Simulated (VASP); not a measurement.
Write the native input for VASP 6.6.1 that does the following.

| Property | Result |
| --- | --- |
| Task | relaxation of cell and atoms |
| Functional | PBEsol |
| Potentials or basis | VASP PAW PBE potentials, release 64 (P, B) |
| Cutoff | 600 eV |
| k mesh | 10 × 10 × 10 |
| Occupations | fermi-dirac, width 0.05 eV |
| Spin | no spin polarisation |
| Target pressure | 10 GPa |
| Dipole correction | no |
| Further INCAR settings | ALGO = Normal; EDIFF = 1e-07; IBRION = 2; EDIFFG = -0.01; NSW = 60; ISIF = 3 |

The structure of BP lies in POSCAR:

```
BP
1.0
    0.0000000000      2.2690000000      2.2690000000
    2.2690000000      0.0000000000      2.2690000000
    2.2690000000      2.2690000000      0.0000000000
P B
1 1
Direct
    0.7500000000      0.7500000000      0.7500000000
    0.0000000000      0.0000000000      0.0000000000
```

These files were run (other wordings do the same):

INCAR

```
SYSTEM = BP
ALGO = Normal
EDIFF = 1E-7
EDIFFG = -0.01
ENCUT = 600
GGA = PS
IBRION = 2
ISIF = 3
ISMEAR = -1
LASPH = .True.
LCHARG = .False.
LREAL = .False.
LWAVE = .False.
NELM = 60
NSW = 60
PREC = Accurate
PSTRESS = 100.0
SIGMA = 0.05
```

KPOINTS

```
k-points
0
Gamma
  10 10 10
  0 0 0
```

Potentials or basis: VASP PAW PBE potentials, release 64 (P, B).

The run is started by

```bash
$ cat potpaw_PBE.64/P/POTCAR potpaw_PBE.64/B/POTCAR > POTCAR
$ mpirun -np 1 vasp_std > vasp.out
```

It gave:

```
Relaxed volume                                         : 10.96 Å³/atom
Relaxed cell                                           : a = 3.141 Å, b = 3.141 Å, c = 3.141 Å, α = 60.00°, β = 60.00°, γ = 60.00°
Space group after relaxing (to 0.05 Å)                 : F-43m (No. 216)
Energy change on relaxing (the enthalpy is what falls) : +16.8 meV/atom
Ionic steps                                            : 3
Pressure after relaxing                                : 9.9 GPa
Band gap on the k mesh                                 : 1.05 eV, indirect (least direct gap 3.46 eV)
```

Caveat: the cell is relaxed towards a set pressure, so the enthalpy falls and the energy may rise; the PAW data sets were made with another functional, which shifts forces and pressure a little.

It took 28 s on 1 thread of Intel(R) Xeon(R) Platinum 8259CL CPU @ 2.50GHz (Skylake/Cascade Lake) (shared host), peak memory 0.15 GiB.
